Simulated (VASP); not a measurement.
Set up this calculation in VASP 6.6.1, as the native input.

```
Task                   : relaxation of cell and atoms
Functional             : LDA
Potentials or basis    : VASP PAW LDA potentials, release 64 (Al)
Cutoff                 : 600 eV
k mesh                 : 14 × 14 × 14
Occupations            : methfessel-paxton, width 0.05 eV
Spin                   : no spin polarisation
Dipole correction      : no
Further INCAR settings : ALGO = Normal; EDIFF = 1e-06; IBRION = 2; EDIFFG = -0.03; NSW = 80; ISIF = 3
```

The structure of Al lies in POSCAR:

```
Al
1.0
    0.0000000000      2.0248050000      2.0248050000
    2.0248050000      0.0000000000      2.0248050000
    2.0248050000      2.0248050000      0.0000000000
Al
1
Direct
    0.0000000000      0.0000000000      0.0000000000
```

These files were run (other wordings do the same):

INCAR

```
SYSTEM = Al
ALGO = Normal
EDIFF = 1E-6
EDIFFG = -0.03
ENCUT = 600
IBRION = 2
ISIF = 3
ISMEAR = 1
LASPH = .True.
LCHARG = .False.
LREAL = .False.
LWAVE = .False.
NELM = 60
NSW = 80
PREC = Accurate
SIGMA = 0.05
```

KPOINTS

```
k-points
0
Gamma
  14 14 14
  0 0 0
```

Potentials or basis: VASP PAW LDA potentials, release 64 (Al).

Run with:

```bash
$ cat potpaw_LDA.64/Al/POTCAR > POTCAR
$ mpirun -np 1 vasp_std > vasp.out
```

Results of the run:

| Quantity | Value |
| --- | --- |
| Relaxed volume | 15.77 Å³/atom |
| Relaxed cell | a = 2.815 Å, b = 2.815 Å, c = 2.815 Å, α = 60.00°, β = 60.00°, γ = 60.00° |
| Space group after relaxing (to 0.05 Å) | Fm-3m (No. 225) |
| Energy gained by relaxing | 10.7 meV/atom |
| Ionic steps | 3 |
| Pressure after relaxing | 0.0 GPa |

Wall time 8.6 s on 1 thread of Intel(R) Xeon(R) Platinum 8259CL CPU @ 2.50GHz (Skylake/Cascade Lake), with other jobs on the host, peak memory 0.13 GiB.
